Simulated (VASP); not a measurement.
A run of VASP 6.6.1 is set up as follows.

The input INCAR:

```
ALGO     = Fast           # electronic algorithm
EDIFF    = 1E-6           # SCF threshold, eV
EDIFFG   = -0.01          # ionic threshold
ENCUT    = 600            # plane-wave cutoff, eV
GGA      = PE             # functional
IBRION   = 2              # ionic algorithm
ISIF     = 3              # what is computed and relaxed
ISMEAR   = 0              # smearing method
LASPH    = True           # aspherical terms in the spheres
LCHARG   = False          # write CHGCAR
LREAL    = False          # projectors in reciprocal space
LWAVE    = False          # write WAVECAR
NELM     = 100            # most SCF steps
NSW      = 100            # ionic steps
PREC     = Accurate       # precision mode
SIGMA    = 0.1            # smearing width, eV
```

File KPOINTS:

```
k-points
0
Gamma
  26 26 26
```

The input POSCAR:

```
Cr
1.0
   -2.2461480778      2.2461480778      1.2241579814
    2.2461480778     -2.2461480778      1.2241579814
    2.2461480778      2.2461480778     -1.2241579814
Cr
2
Direct
    0.0000000000      0.0000000000      0.0000000000
    0.7500000000      0.2500000000      0.5000000000
```

Potentials or basis: VASP PAW PBE potentials, release 64 (Cr_pv).

Launch:

```console
$ cat potpaw_PBE.64/Cr_pv/POTCAR > POTCAR
$ mpirun -np 1 vasp_std > vasp.out
```

Q: Estimate the band gap on the k mesh.

A: Zero (bands 12 and 13 overlap by 1.86 eV).

Q: What does it give for the relaxed volume?

A: 12.32 Å³/atom.

Q: Predict the space group after relaxing (to 0.1 Å).

A: I4_1/amd (No. 141).

Stress tensor (GPa, compression positive):
```
 0.10  0.00  0.00
 0.00  0.10  0.00
 0.00  0.00 -0.08
```

Caveat: the run has no spin polarisation, though such a crystal can be magnetic. Spin polarisation is off, so any magnetic state and its effect on volume and gap are missing.
